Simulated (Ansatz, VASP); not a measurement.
SiO2 in VASP and in Ansatz

```
CELL_PARAMETERS angstrom
8.23936 0.00000 0.00000
0.00000 8.23936 0.00000
0.00000 0.00000 5.55830
ATOMIC_POSITIONS crystal
Si 0.31388 0.93125 0.50000
Si 0.68612 0.93125 0.00000
Si 0.68612 0.06875 0.50000
Si 0.93125 0.68612 0.00000
Si 0.93125 0.31388 0.50000
Si 0.31388 0.06875 0.00000
Si 0.06875 0.31388 0.00000
Si 0.06875 0.68612 0.50000
O 0.50000 0.00000 0.50000
O 0.23649 0.00000 0.25000
O 0.23649 0.00000 0.75000
O 0.26574 0.73426 0.50000
O 0.76351 0.00000 0.75000
O 0.76351 0.00000 0.25000
O 0.73426 0.73426 0.00000
O 0.50000 0.00000 0.00000
O 0.73426 0.26574 0.50000
O 0.00000 0.50000 0.00000
O 0.00000 0.76351 0.75000
O 0.00000 0.76351 0.25000
O 0.00000 0.23649 0.25000
O 0.00000 0.23649 0.75000
O 0.00000 0.50000 0.50000
O 0.26574 0.26574 0.00000
```

Alike in both runs: functional PBE; k mesh 2 × 2 × 4; occupations gaussian, width 0.1 eV; no spin polarisation.

Ansatz relaxed the structure, and its values are those at the end. VASP's run is a single point on that final structure, the one shown.

```csv
,VASP,Ansatz
version,VASP 6.6.1,Ansatz 0.2.0
potentials or method,"VASP PAW PBE potentials, release 64 (Si, O), cutoff 520 eV","scalar-relativistic, plane waves, PAW"
valence electrons in the cell,128,128
```

Ansatz gave:

```
gap on the k mesh at the Fermi level (eV) : 4.81
least direct gap on the mesh (eV)         : 4.81
pressure (GPa)                            : 0.1
rms of the force components (eV/Å)        : 0.005
```

Q: What did VASP give for the same quantities?

A: gap on the k mesh at the Fermi level (eV): 4.80; least direct gap on the mesh (eV): 4.80; pressure (GPa): 0.2; rms of the force components (eV/Å): 0.011.

The functional is the same, so the differences come from potentials, cutoffs and numerics.
